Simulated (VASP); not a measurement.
A run of VASP 6.6.1:

INCAR

```
PREC     = Accurate       # precision mode
ENCUT    = 600            # plane-wave cutoff, eV
EDIFF    = 1E-6           # SCF threshold, eV
ISMEAR   = -1             # smearing method
SIGMA    = 0.05           # smearing width, eV
LREAL    = F              # projectors in reciprocal space
LASPH    = T              # aspherical terms in the spheres
NELM     = 60             # most SCF steps
ALGO     = Normal         # electronic algorithm
ISIF     = 3              # what is computed and relaxed
LWAVE    = F              # write WAVECAR
LCHARG   = F              # write CHGCAR
GGA      = CA             # functional
IBRION   = 2              # ionic algorithm
NSW      = 60             # ionic steps
EDIFFG   = -0.01          # ionic threshold
```

File KPOINTS:

```
regular mesh
0
Gamma
  8 8 6
```

The input POSCAR:

```
TaN
1.0
    3.3991219400      0.0000000000      0.0000000000
    0.0000000000      3.3991219400      0.0000000000
    0.0000000000      0.0000000000      4.9769636900
Ta N
2 2
Direct
    0.0000000000      0.0000000000      0.0000000000
    0.5000000000      0.5000000000      0.0000000000
    0.5000000000      0.0000000000      0.2670000000
    0.0000000000      0.5000000000      0.7330000000
```

Potentials or basis: VASP PAW LDA potentials, release 64 (Ta_pv, N).

Run with:

```console
$ cat potpaw_LDA.64/Ta_pv/POTCAR potpaw_LDA.64/N/POTCAR > POTCAR
$ mpirun -np 1 vasp_std > vasp.out
```

Hardware: 1 thread of Intel(R) Xeon(R) Platinum 8488C (Sapphire Rapids) (shared host).

Estimate the wall time of this run.

Wall time 13 min on 1 thread of Intel(R) Xeon(R) Platinum 8488C (Sapphire Rapids) (shared host), peak memory 0.22 GiB. Counts: scf iterations 222, k points 60, ion steps 30.
